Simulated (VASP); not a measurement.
# Ru (P6_3/mmc) in VASP: further runs

Runs on Ru. Level: PBEsol. Tasks: vibrations by perturbation theory, elastic constants.

Program: VASP 6.6.1. These are calculated values, not measurements. Logs are shortened: lines on timing, memory, paths and dates and some standing lists are left out, and cuts for length are marked.

## Step 1: The cell of the first run

It takes space group P6_3/mmc (No. 194, hexagonal). The conventional cell has a = 2.706 Å, b = 2.706 Å, c = 4.282 Å, α = 90.00°, β = 90.00°, γ = 120.00°. Within 3.5 Å of Ru (site symmetry -6m2) lie 12 Ru at 2.65 to 2.71 Å.

## Step 2: Vibrations by perturbation theory, PBEsol

Contents of INCAR:

```
SYSTEM = Ru
ALGO = Normal
EDIFF = 1E-8
ENCUT = 520
GGA = PS
IBRION = 8
ISIF = 2
ISMEAR = -1
LASPH = .True.
LCHARG = .True.
LREAL = .False.
LWAVE = .False.
NELM = 80
NSW = 1
PREC = Accurate
SIGMA = 0.05
```

Contents of KPOINTS:

```
k-points
0
Gamma
  10 10 6
  0 0 0
```

Contents of POSCAR:

```
Ru
1.0
    2.7058000000      0.0000000000      0.0000000000
   -1.3529000000      2.3432915376      0.0000000000
    0.0000000000      0.0000000000      4.2819000000
Ru
2
Direct
    0.6666666667      0.3333333333      0.7500000000
    0.3333333333      0.6666666667      0.2500000000
```

Potentials or basis: VASP PAW PBE potentials, release 64 (Ru_pv).

On the command line:

```console
$ cat potpaw_PBE.64/Ru_pv/POTCAR > POTCAR
$ mpirun -np 1 vasp_std > vasp.out
```

OUTCAR:

```text
SYSTEM = Ru
   EDIFF = 1E-8
   ENCUT = 520
   GGA = PS
   IBRION = 8
   ISIF = 2
   ISMEAR = -1
   LASPH = .True.
   LREAL = .False.
   NELM = 80
   NSW = 1
   PREC = Accurate

 ion  position               nearest neighbor table
   1  0.667  0.333  0.750-   2 2.65   2 2.65   2 2.65   2 2.65   2 2.65   2 2.65
   2  0.333  0.667  0.250-   1 2.65   1 2.65   1 2.65   1 2.65   1 2.65   1 2.65

  LATTYP: Found a hexagonal cell.
 ALAT       =     2.7058000000
 C/A-ratio  =     1.5824894671

  Lattice vectors:

 A1 = (   2.7058000000,   0.0000000000,   0.0000000000)
 A2 = (  -1.3529000000,   2.3432915376,   0.0000000000)
 A3 = (   0.0000000000,   0.0000000000,   4.2819000000)

Analysis of symmetry for initial positions (statically):
=====================================================================
 Subroutine PRICEL returns:
 Original cell was already a primitive cell.

 Routine SETGRP: Setting up the symmetry group for a
 hexagonal supercell.

 Subroutine GETGRP returns: Found 24 space group operations
 (whereof 12 operations were pure point group operations)
 out of a pool of 24 trial point group operations.

The static configuration has the point symmetry D_3d.
 The point group associated with its full space group is D_6h.

Analysis of symmetry for dynamics (positions and initial velocities):
=====================================================================
 Subroutine PRICEL returns:
 Original cell was already a primitive cell.

 Routine SETGRP: Setting up the symmetry group for a
 hexagonal supercell.

 Subroutine GETGRP returns: Found 24 space group operations
 (whereof 12 operations were pure point group operations)
 out of a pool of 24 trial point group operations.

The dynamic configuration has the point symmetry D_3d.
 The point group associated with its full space group is D_6h.

 Subroutine INISYM returns: Found 24 space group operations
 (whereof 12 operations are pure point group operations),
 and found     1 'primitive' translations

----------------------------------------------------------------------------------------

                                     Primitive cell

  volume of cell :      27.1493

  direct lattice vectors                    reciprocal lattice vectors
     2.705800000  0.000000000  0.000000000     0.369576465  0.213375072  0.000000000
    -1.352900000  2.343291538  0.000000000     0.000000000  0.426750144  0.000000000
     0.000000000  0.000000000  4.281900000     0.000000000  0.000000000  0.233541185

  length of vectors
     2.705800000  2.705800000  4.281900000     0.426750144  0.426750144  0.233541185

  position of ions in fractional coordinates (direct lattice)
     0.666666667  0.333333333  0.750000000
     0.333333333  0.666666667  0.250000000

  ion indices of the primitive-cell ions
   primitive index   ion index
                 1           1
                 2           2

----------------------------------------------------------------------------------------

 KPOINTS: k-points

Automatic generation of k-mesh.
 Grid dimensions read from file:
 generate k-points for:   10   10    6

 Generating k-lattice:

  Cartesian coordinates                     Fractional coordinates (reciprocal lattice)
     0.036957647  0.021337507  0.000000000     0.100000000  0.000000000  0.000000000
     0.000000000  0.042675014  0.000000000     0.000000000  0.100000000  0.000000000
     0.000000000  0.000000000  0.038923531     0.000000000  0.000000000  0.166666667

  Length of vectors
     0.042675014  0.042675014  0.038923531

[... 88 lines left out ...]
 NGX is ok and might be reduce to    20
   NGX =  9   NGY =  9   NGZ = 15

--------------------------------------- Ionic step        1  -------------------------------------------

 number of electron      28.0000008 magnetization

 Free energy of the ion-electron system (eV)
  ---------------------------------------------------
  ext. energy  EPLUGINS =         0.00000000
  ---------------------------------------------------
  free energy    TOTEN  =       -20.31861836 eV

  energy without entropy =      -20.30294641  energy(sigma->0) =      -20.31078239

 E-fermi :  12.7209     XC(G=0): -14.2824

 val. band max:       12.7043002802   @ k =   0.1000   0.1000   0.3333
 cond. band min:      12.7363765692   @ k =   0.4000   0.0000   0.3333
 fundamental gap:      0.0320762890
 Fermi energy:        12.7208649118

 k-point     1 :       0.0000    0.0000    0.0000
  band No.  band energies     occupation
      1     -30.9061      2.00000
      2     -29.9636      2.00000
      3     -29.9636      2.00000
      4     -29.7925      2.00000
      5     -29.7925      2.00000
      6     -29.7556      2.00000
[... 481 lines left out ...]
      5     -30.0331      2.00000
      6     -29.9594      2.00000
[... 10 lines left out ...]
     17      16.3191      0.00000
     18      19.3947      0.00000

 [... further k-points ...]

------------------------ aborting loop because EDIFF is reached ----------------------------------------

  FORCE on cell =-STRESS in cart. coord.  units (eV):
  Direction    XX          YY          ZZ          XY          YZ          ZX
  --------------------------------------------------------------------------------------
  -------------------------------------------------------------------------------------
  Total       -0.7901340     -0.7901340     -1.5945513      0.0000000      0.0000000     -0.0000000
  in kB      -46.6286475    -46.6286475    -94.1002008      0.0000000      0.0000000     -0.0000000
  external PRESSURE =     -62.4524986 kB  Pullay stress =       0.0000000 kB

 VOLUME and BASIS-vectors are now :
 -----------------------------------------------------------------------------
  energy-cutoff  :      520.00
  volume of cell :       27.15
      direct lattice vectors                 reciprocal lattice vectors
     2.705800000  0.000000000  0.000000000     0.369576465  0.213375072  0.000000000
    -1.352900000  2.343291538  0.000000000     0.000000000  0.426750144  0.000000000
     0.000000000  0.000000000  4.281900000     0.000000000  0.000000000  0.233541185

 POSITION                                       TOTAL-FORCE (eV/Angst)
 -----------------------------------------------------------------------------------
      1.35290      0.78110      3.21143        -0.000000      0.000000      0.000000
     -0.00000      1.56219      1.07048         0.000000      0.000000      0.000000
 -----------------------------------------------------------------------------------
    total drift:                               -0.000000      0.000000     -0.000000

  FREE ENERGIE OF THE ION-ELECTRON SYSTEM (eV)
  ---------------------------------------------------
  free  energy   TOTEN  =       -20.3186183595 eV

  energy  without entropy=      -20.3029464119  energy(sigma->0) =      -20.31078239

[... ionic steps 2 to 3 ...]

--------------------------------------- Ionic step        4  -------------------------------------------

------------------------ aborting loop because EDIFF is reached ----------------------------------------

[... ionic steps 5 to 5 ...]

--------------------------------------- Ionic step        6  -------------------------------------------

 Free energy of the ion-electron system (eV)
  ---------------------------------------------------
  ---------------------------------------------------
  free energy    TOTEN  =        -0.74295903 eV

  energy without entropy =       -0.74295903

------------------------ aborting loop because EDIFF is reached ----------------------------------------

 INTERNAL STRAIN TENSOR  FOR ION    1  DIRECTION 3   (eV/Angst):
 -----------------------------------------------------------------------------
     0.11263  0.00000  0.00000
     0.00000  0.11263 -0.00000
     0.00000  0.00000 -0.21574

 INTERNAL STRAIN TENSOR FOR ION    2 for displacements in x,y,z  (eV/Angst):
          X           Y           Z          XY          YZ          ZX
  --------------------------------------------------------------------------------
  x     0.00000    -0.00000     0.00000    -1.69759     0.00000     0.00000
  y    -1.69759     1.69759     0.00000     0.00000     0.00000     0.00000
  z    -0.00000    -0.00000     0.00000     0.00000    -0.00000    -0.00000

 SECOND DERIVATIVES (NOT SYMMETRIZED)
 ------------------------------------
               1X          1Y          1Z          2X          2Y          2Z
  1X    -7.397525    0.000000    0.000000    7.397525    0.000000    0.000000
  1Y     0.000000   -7.397525    0.000000    0.000000    7.397525    0.000000
  1Z    -0.000000   -0.000000  -10.000992    0.000000    0.000000   10.000992
  2X     7.397525    0.000000    0.000000   -7.397525    0.000000    0.000000
  2Y     0.000000    7.397525    0.000000    0.000000   -7.397525    0.000000
  2Z     0.000000    0.000000   10.000992   -0.000000   -0.000000  -10.000992

 Eigenvectors and eigenvalues of the dynamical matrix
 ----------------------------------------------------

   1 f  =    6.954664 THz    43.697441 2PiTHz  231.982611 cm-1    28.762165 meV
             X         Y         Z           dx          dy          dz
      1.352900  0.781097  3.211425    -0.000000    0.000000    0.707107
     -0.000000  1.562194  1.070475    -0.000000   -0.000000   -0.707107
[... 11 lines left out ...]
   4 f  =    0.000000 THz     0.000000 2PiTHz    0.000002 cm-1     0.000000 meV
             X         Y         Z           dx          dy          dz
      1.352900  0.781097  3.211425     0.120736   -0.649445    0.252277
     -0.000000  1.562194  1.070475     0.120736   -0.649445    0.252277

   5 f/i=    0.000000 THz     0.000000 2PiTHz    0.000001 cm-1     0.000000 meV
             X         Y         Z           dx          dy          dz
      1.352900  0.781097  3.211425     0.097314   -0.237808   -0.658770
     -0.000000  1.562194  1.070475     0.097314   -0.237808   -0.658770

   6 f/i=    0.000000 THz     0.000000 2PiTHz    0.000002 cm-1     0.000000 meV
             X         Y         Z           dx          dy          dz
      1.352900  0.781097  3.211425    -0.689893   -0.147202   -0.048773
     -0.000000  1.562194  1.070475    -0.689893   -0.147202   -0.048773

--------------------------------------------------------------------------------------------------------

 ELASTIC MODULI CONTR FROM IONIC RELAXATION (kBar)
 Direction    XX          YY          ZZ          XY          YZ          ZX
 --------------------------------------------------------------------------------
 XX         -22.9895     22.9895      0.0000     -0.0000     -0.0000     -0.0000
 YY          22.9895    -22.9895      0.0000      0.0000     -0.0000     -0.0000
 ZZ           0.0000      0.0000      0.0000      0.0000      0.0000      0.0000
 XY          -0.0000      0.0000      0.0000    -22.9895      0.0000      0.0000
 YZ          -0.0000     -0.0000      0.0000      0.0000     -0.0000     -0.0000
 ZX          -0.0000     -0.0000      0.0000      0.0000     -0.0000     -0.0000
 --------------------------------------------------------------------------------
```

Run time: 6.3 min. Hardware: 1 thread of Intel Xeon 8259CL, shared host; peak memory 0.3 GiB.

What came out:

```
Highest phonon frequency at Γ : 232 cm⁻¹
```

Phonon frequencies in cm⁻¹ (negative: imaginary):
| q point | frequencies |
| --- | --- |
| (0.000, 0.000, 0.000) | 0 0 0 200 200 232 |

Caveat: the cell stands under pressure or tension, which shifts response properties; the PAW data sets were made with another functional, which shifts forces and pressure a little.

## Step 3: Elastic constants, PBEsol

Contents of INCAR:

```
SYSTEM = Ru
PREC = Accurate ; ENCUT = 600
EDIFF = 1E-8 ; ISMEAR = -1
SIGMA = 0.05 ; LREAL = .FALSE.
LASPH = .TRUE. ; NELM = 100
ALGO = Normal ; ISIF = 3
LWAVE = .FALSE. ; LCHARG = .FALSE.
GGA = PS ; NBANDS = 21
IBRION = 6 ; NFREE = 2
POTIM = 0.015 ; NSW = 1
```

Contents of KPOINTS:

```
regular mesh
0
G
  10 10 6
  0 0 0
```

POSCAR is that of step 2.

Potentials or basis: VASP PAW PBE potentials, release 64 (Ru_pv).

On the command line:

```console
$ cat potpaw_PBE.64/Ru_pv/POTCAR > POTCAR
$ mpirun -np 1 vasp_std > vasp.out
```

OUTCAR:

```text
SYSTEM = Ru
   PREC = Accurate
   ENCUT = 600
   EDIFF = 1E-8
   ISMEAR = -1
   LREAL = .FALSE.
   LASPH = .TRUE.
   NELM = 100
   ISIF = 3
   GGA = PS
   IBRION = 6
   NFREE = 2
   POTIM = 0.015
   NSW = 1

 ion  position               nearest neighbor table
   1  0.667  0.333  0.750-   2 2.65   2 2.65   2 2.65   2 2.65   2 2.65   2 2.65
   2  0.333  0.667  0.250-   1 2.65   1 2.65   1 2.65   1 2.65   1 2.65   1 2.65

  LATTYP: Found a hexagonal cell.
 ALAT       =     2.7058000000
 C/A-ratio  =     1.5824894671

  Lattice vectors:

 A1 = (   2.7058000000,   0.0000000000,   0.0000000000)
 A2 = (  -1.3529000000,   2.3432915376,   0.0000000000)
 A3 = (   0.0000000000,   0.0000000000,   4.2819000000)

Analysis of symmetry for initial positions (statically):
=====================================================================
 Subroutine PRICEL returns:
 Original cell was already a primitive cell.

 Routine SETGRP: Setting up the symmetry group for a
 hexagonal supercell.

 Subroutine GETGRP returns: Found 24 space group operations
 (whereof 12 operations were pure point group operations)
 out of a pool of 24 trial point group operations.

The static configuration has the point symmetry D_3d.
 The point group associated with its full space group is D_6h.

Analysis of symmetry for dynamics (positions and initial velocities):
[... 965 lines left out ...]
  ---------------------------------------------------
  free  energy   TOTEN  =       -20.3180576805 eV

  energy  without entropy=      -20.3024332944  energy(sigma->0) =      -20.31024549

 INTERNAL STRAIN TENSORS FROM STRAINED CELLS
 ============================================

 INTERNAL STRAIN TENSOR FOR ION    1 for displacements in x,y,z  (eV/Angst):
          X           Y           Z          XY          YZ          ZX
  --------------------------------------------------------------------------------
  x     0.00000     0.00000     0.00000     1.57731    -0.00000     0.00000
  y     1.60239    -1.57999     0.00000    -0.00008     0.00012    -0.00012
  z     0.00000     0.00000     0.00000     0.00000    -0.00009     0.00000

 INTERNAL STRAIN TENSORS FROM DISPLACED ATOMS
 ============================================

 INTERNAL STRAIN TENSOR FOR ION    1 for displacements in x,y,z  (eV/Angst):
          X           Y           Z          XY          YZ          ZX
  --------------------------------------------------------------------------------
  x     0.00000     0.00000     0.00000     1.56683     0.00000     0.00000
  y     1.56683    -1.56683     0.00000     0.00000     0.00000     0.00000
  z     0.00000    -0.00000     0.00000     0.00000     0.00000    -0.00000

 INTERNAL STRAIN TENSOR FOR ION    2 for displacements in x,y,z  (eV/Angst):
          X           Y           Z          XY          YZ          ZX
  --------------------------------------------------------------------------------
  x     0.00000     0.00000     0.00000    -1.56683     0.00000     0.00000
  y    -1.56683     1.56683    -0.00000     0.00000     0.00000     0.00000
  z    -0.00000     0.00000    -0.00000     0.00000    -0.00000     0.00000

 Eigenvectors and eigenvalues of the dynamical matrix
 ----------------------------------------------------

   1 f  =    7.021302 THz    44.116144 2PiTHz  234.205439 cm-1    29.037760 meV
             X         Y         Z           dx          dy          dz
      1.352900  0.781097  3.211425    -0.000000    0.000000    0.707107
     -0.000000  1.562194  1.070475     0.000000    0.000000   -0.707107
[... 16 lines left out ...]
   5 f  =    0.000000 THz     0.000000 2PiTHz    0.000000 cm-1     0.000000 meV
             X         Y         Z           dx          dy          dz
      1.352900  0.781097  3.211425    -0.000000    0.000000    0.707107
     -0.000000  1.562194  1.070475     0.000000    0.000000    0.707107

   6 f/i=    0.000000 THz     0.000000 2PiTHz    0.000000 cm-1     0.000000 meV
             X         Y         Z           dx          dy          dz
      1.352900  0.781097  3.211425     0.707107    0.000000   -0.000000
     -0.000000  1.562194  1.070475     0.707107    0.000000    0.000000

--------------------------------------------------------------------------------------------------------

 ELASTIC MODULI CONTR FROM IONIC RELAXATION (kBar)
 Direction    XX          YY          ZZ          XY          YZ          ZX
 --------------------------------------------------------------------------------
 XX         -19.6664     19.6664     -0.0000     -0.0000     -0.0000      0.0000
 YY          19.6664    -19.6664      0.0000      0.0000      0.0000     -0.0000
 ZZ          -0.0000      0.0000     -0.0000     -0.0000     -0.0000      0.0000
 XY          -0.0000      0.0000     -0.0000    -19.6664      0.0000     -0.0000
 YZ          -0.0000      0.0000     -0.0000      0.0000     -0.0000      0.0000
 ZX           0.0000     -0.0000      0.0000     -0.0000      0.0000     -0.0000
 --------------------------------------------------------------------------------

 TOTAL ELASTIC MODULI (kBar)
 Direction    XX          YY          ZZ          XY          YZ          ZX
 --------------------------------------------------------------------------------
 XX        5945.4297   1947.8996   1752.1578     -0.0000     -0.0000     -0.0000
 YY        1947.8996   5945.4297   1752.1578      0.0000     -0.0000     -0.0000
 ZZ        1752.1578   1752.1578   6516.7630     -0.0000      0.0000      0.0000
 XY          -0.0000      0.0000     -0.0000   1998.7650      0.0000      0.0000
 YZ          -0.0000     -0.0000     -0.0000      0.0000   1827.7919      0.0000
 ZX          -0.0000     -0.0000      0.0000      0.0000      0.0000   1827.7919
 --------------------------------------------------------------------------------
```

stdout:

```text
POSCAR found type information on POSCAR Ru
 POSCAR found :  1 types and       2 ions
 scaLAPACK will be used
 -----------------------------------------------------------------------------
|                                                                             |
|                                                                             |
|     You enforced a specific xc type in the INCAR file but a different       |
|     I HOPE YOU KNOW WHAT YOU ARE DOING!                                     |
[... 32 lines left out ...]
 Finite differences progress:
 bond charge predicted
 Finite differences progress:
 bond charge predicted
 Finite differences progress:
 bond charge predicted
 Finite differences progress:
 bond charge predicted
 Finite differences progress:
 bond charge predicted
 Finite differences progress:
 bond charge predicted
 Finite differences progress:
```

Wall time 17 min (1 thread of Intel Xeon 8259CL, shared host); peak memory 0.34 GiB.

What came out:

```
Voigt bulk modulus            : 326 GPa
Highest phonon frequency at Γ : 234 cm⁻¹
```

Phonon frequencies in cm⁻¹ (negative: imaginary):
```tsv
q point	frequencies
(0.000, 0.000, 0.000)	0 0 0 199 199 234
```

Elastic tensor in Voigt notation (GPa, in the Cartesian axes of the cell as first typed):
```
595 195 175   0   0   0
195 595 175   0   0   0
175 175 652   0   0   0
  0   0   0 183   0   0
  0   0   0   0 183   0
  0   0   0   0   0 200
```

Clamped-ion elastic tensor (GPa):
```
597 193 175   0   0   0
193 597 175   0   0   0
175 175 652   0   0   0
  0   0   0 183   0   0
  0   0   0   0 183   0
  0   0   0   0   0 202
```

Caveat: the cell is under stress, which shifts elastic constants; the PAW data sets were made with another functional, which shifts forces and pressure a little.
